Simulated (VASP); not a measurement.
# Pb in VASP: single point with PBE

Aim: the single point of Pb with PBE.

All numbers are computed with VASP 6.6.1; they aren't measurements. Logs are shortened: lines on timing, memory, paths and dates and some standing lists are left out, and cuts for length are marked.

### Step 1. The cell of the first run

The cell holds a slab with vacuum, 5 atoms: a = 3.563 Å, b = 5.039 Å, c = 23.127 Å, α = 90.00°, β = 90.00°, γ = 90.00°.

### Step 2. Single point, PBE

The input, INCAR:

```
ALGO = Normal
EDIFF = 1E-6
ENCUT = 400
GGA = PE
GGA_COMPAT = False
ISIF = 2
ISMEAR = -1
LASPH = True
LCHARG = False
LREAL = False
LWAVE = False
NBANDS = 43
NELM = 120
NELMDL = -8
PREC = Accurate
SIGMA = 0.1
```

The input, KPOINTS:

```
k-points
0
Gamma
  12 8 1
```

The input, POSCAR:

```
Pb
1.0
    3.5634551253      0.0000000000      0.0000000000
    0.0000000000      5.0394865671      0.0000000000
    0.0000000000      0.0000000000     23.1269000000
Pb
5
Direct
    0.0000000000      0.0000000000      0.3566283126
    0.5000000000      0.5000000000      0.4218641746
    0.0000000000      0.0000000000      0.5000000013
    0.5000000000      0.5000000000      0.5781358269
    0.0000000000      0.0000000000      0.6433716846
```

Potentials or basis: VASP PAW PBE potentials, release 64 (Pb_d).

The run is started by

```bash
> cat potpaw_PBE.64/Pb_d/POTCAR > POTCAR
> mpirun -np 1 vasp_std > vasp.out
```

OUTCAR:

```text
EDIFF = 1E-6
   ENCUT = 400
   GGA = PE
   ISIF = 2
   ISMEAR = -1
   LASPH = True
   LREAL = False
   NELM = 120
   NELMDL = -8
   PREC = Accurate

 ion  position               nearest neighbor table
   1  0.000  0.000  0.357-   3 3.32   2 3.44   2 3.44   2 3.44   2 3.44
   2  0.500  0.500  0.422-   1 3.44   1 3.44   1 3.44   1 3.44   3 3.58   3 3.58   3 3.58   3 3.58
                             4 3.61
   3  0.000  0.000  0.500-   5 3.32   1 3.32   4 3.58   4 3.58   4 3.58   4 3.58   2 3.58   2 3.58
                             2 3.58   2 3.58
   4  0.500  0.500  0.578-   5 3.44   5 3.44   5 3.44   5 3.44   3 3.58   3 3.58   3 3.58   3 3.58
                             2 3.61
   5  0.000  0.000  0.643-   3 3.32   4 3.44   4 3.44   4 3.44   4 3.44

  LATTYP: Found a simple orthorhombic cell.
 ALAT       =     3.5634551253
 B/A-ratio  =     1.4142135624
 C/A-ratio  =     6.4900213941

  Lattice vectors:

 A1 = (   3.5634551253,   0.0000000000,   0.0000000000)
 A2 = (   0.0000000000,   5.0394865671,   0.0000000000)
 A3 = (   0.0000000000,   0.0000000000,  23.1269000000)

Analysis of symmetry for initial positions (statically):
=====================================================================
 Subroutine PRICEL returns:
 Original cell was already a primitive cell.

 Routine SETGRP: Setting up the symmetry group for a
 simple orthorhombic supercell.

 Subroutine GETGRP returns: Found  8 space group operations
 (whereof  8 operations were pure point group operations)
 out of a pool of  8 trial point group operations.

The static configuration has the point symmetry D_2h.

Analysis of symmetry for dynamics (positions and initial velocities):
=====================================================================
 Subroutine PRICEL returns:
 Original cell was already a primitive cell.

 Routine SETGRP: Setting up the symmetry group for a
 simple orthorhombic supercell.

 Subroutine GETGRP returns: Found  8 space group operations
 (whereof  8 operations were pure point group operations)
 out of a pool of  8 trial point group operations.

The dynamic configuration has the point symmetry D_2h.

 Subroutine INISYM returns: Found  8 space group operations
 (whereof  8 operations are pure point group operations),
 and found     1 'primitive' translations

----------------------------------------------------------------------------------------

                                     Primitive cell
[... 97 lines left out ...]
   EDIFF  = 0.1E-05   stopping-criterion for ELM
   LREAL  =      F    real-space projection
   EDIFFG = 0.1E-04   stopping-criterion for IOM
   NSW    =      0    number of steps for IOM
   IBRION =     -1    ionic relax: 0-MD 1-quasi-New 2-CG
   NFREE  =      0    steps in history (QN), initial steepest desc. (CG)
   ISIF   =      2    stress and relaxation
   ISYM   =      2    0-nonsym 1-usesym 2-fastsym
   POTIM  = 0.5000    time-step for ionic-motion
   TEBEG  =    0.0;   TEEND  =   0.0 temperature during run
   PSTRESS=    0.0 pullay stress
   NELECT =      70.0000    total number of electrons
   NUPDOWN=      -1.0000    fix difference up-down
   EMIN   =  10.00;   EMAX   =-10.00  energy-range for DOS
   EFERMI =   0.00;   METHOD = LEGACY
   ISMEAR =    -1;   SIGMA  =   0.10  broadening in eV -4-tet -1-fermi 0-gaus
   EFERMI_NEDOS =   21; number of points for ismear=-14 and -15
   IALGO  =     38    algorithm
   IMIX   =      4    mixing-type and parameters
     AMIX     =   0.40;   BMIX     =  1.00
     AMIX_MAG =   1.60;   BMIX_MAG =  1.00
  volume/ion in A,a.u.               =      83.06       560.53
  Fermi-wavevector in a.u.,A,eV,Ry     =   0.904307  1.708892 11.126449  0.817771
  Thomas-Fermi vector in A             =   2.027738
   LORBIT       =      0    0 simple, 1 ext, 2 COOP (PROOUT), +10 PAW based schemes
   GGA     = PE    functional components
   LHFCALC =     F    Hartree Fock is set to
   AEXX    =    0.0000 exact exchange contribution
   IVDW    =     0    specifies the selected vdW correction
   LEPSILON=     F    determine dielectric tensor
   LRPA    =     F    only Hartree local field effects (RPA)
 non-spin polarized calculation
  energy-cutoff  :      400.00
  volume of cell :      415.31
 maximum number of plane-waves:      7594
 NGX is ok and might be reduce to    24
   NGX = 11   NGY = 17   NGZ = 75

 number of electron      69.9999986 magnetization

 Free energy of the ion-electron system (eV)
  ---------------------------------------------------
  ext. energy  EPLUGINS =         0.00000000
  ---------------------------------------------------
  free energy    TOTEN  =       -17.13464439 eV

  energy without entropy =      -17.04139398  energy(sigma->0) =      -17.08801918

 E-fermi :   0.3303     XC(G=0):  -4.4576

 val. band max:        0.3088387396   @ k =   0.4167   0.1250   0.0000
 cond. band min:       0.3447566589   @ k =   0.1667   0.1250   0.0000
 fundamental gap:      0.0359179193
 Fermi energy:         0.3302510162

 k-point     1 :       0.0000    0.0000    0.0000
  band No.  band energies     occupation
      1     -16.8587      2.00000
      2     -16.7890      2.00000
      3     -16.7632      2.00000
      4     -16.7321      2.00000
      5     -16.7108      2.00000
      6     -16.7019      2.00000
[... 1093 lines left out ...]
     42       3.9671      0.00000
     43       4.3876      0.00000

 [... further k-points ...]

------------------------ aborting loop because EDIFF is reached ----------------------------------------

  FORCE on cell =-STRESS in cart. coord.  units (eV):
  Direction    XX          YY          ZZ          XY          YZ          ZX
  --------------------------------------------------------------------------------------
  -------------------------------------------------------------------------------------
  Total       -1.0705505     -0.1343812     -0.1099738      0.0000000      0.0000000      0.0000000
  in kB       -4.1299303     -0.5184109     -0.4242529      0.0000000      0.0000000      0.0000000
  external PRESSURE =      -1.6908647 kB  Pullay stress =       0.0000000 kB

 VOLUME and BASIS-vectors are now :
 -----------------------------------------------------------------------------
  energy-cutoff  :      400.00
  volume of cell :      415.31
      direct lattice vectors                 reciprocal lattice vectors
     3.563455125  0.000000000  0.000000000     0.280626517  0.000000000  0.000000000
     0.000000000  5.039486567  0.000000000     0.000000000  0.198432913  0.000000000
     0.000000000  0.000000000 23.126900000     0.000000000  0.000000000  0.043239691

 POSITION                                       TOTAL-FORCE (eV/Angst)
 -----------------------------------------------------------------------------------
      0.00000      0.00000      8.24771         0.000000     -0.000000      0.002661
      1.78173      2.51974      9.75641         0.000000      0.000000      0.000416
      0.00000      0.00000     11.56345         0.000000      0.000000     -0.000000
      1.78173      2.51974     13.37049         0.000000      0.000000     -0.000416
      0.00000      0.00000     14.87919         0.000000      0.000000     -0.002661
 -----------------------------------------------------------------------------------
    total drift:                                0.000000      0.000000     -0.000006

  FREE ENERGIE OF THE ION-ELECTRON SYSTEM (eV)
  ---------------------------------------------------
  free  energy   TOTEN  =       -17.1346443896 eV

  energy  without entropy=      -17.0413939760  energy(sigma->0) =      -17.08801918
```

Run time: 5 min. Hardware: 1 thread of Intel Xeon 6975P-C (Granite Rapids), shared host; peak memory 0.54 GiB.

What came out:

```yaml
Free_energy: -17.1346 eV
Band_gap_on_the_k_mesh: zero (bands 35 and 36 overlap by 2.24 eV)
```

Forces on the atoms (eV/Å):
```
Pb   0.000  0.000  0.003
Pb   0.000  0.000  0.000
Pb   0.000  0.000  0.000
Pb   0.000  0.000  0.000
Pb   0.000  0.000 -0.003
```

Levels at points of the mesh, in eV from the Fermi level:
| k point | band 33 | band 34 | band 35 | band 36 | band 37 | band 38 |
| --- | --- | --- | --- | --- | --- | --- |
| (0.00, 0.00, 0.00) | -1.61 | -0.68 | 0.42 | 0.67 | 1.22 | 2.23 |
| (0.50, 0.00, 0.00) | -1.33 | -1.12 | -1.07 | 0.58 | 0.75 | 1.19 |
| (0.00, 0.50, 0.00) | -0.94 | -0.54 | 1.32 | 2.54 | 3.16 | 3.83 |
| (0.50, 0.50, 0.00) | -2.71 | -2.58 | -1.17 | -0.63 | -0.14 | 0.60 |

Caveat: spin-orbit coupling is left out, which moves the levels of the heavy elements.
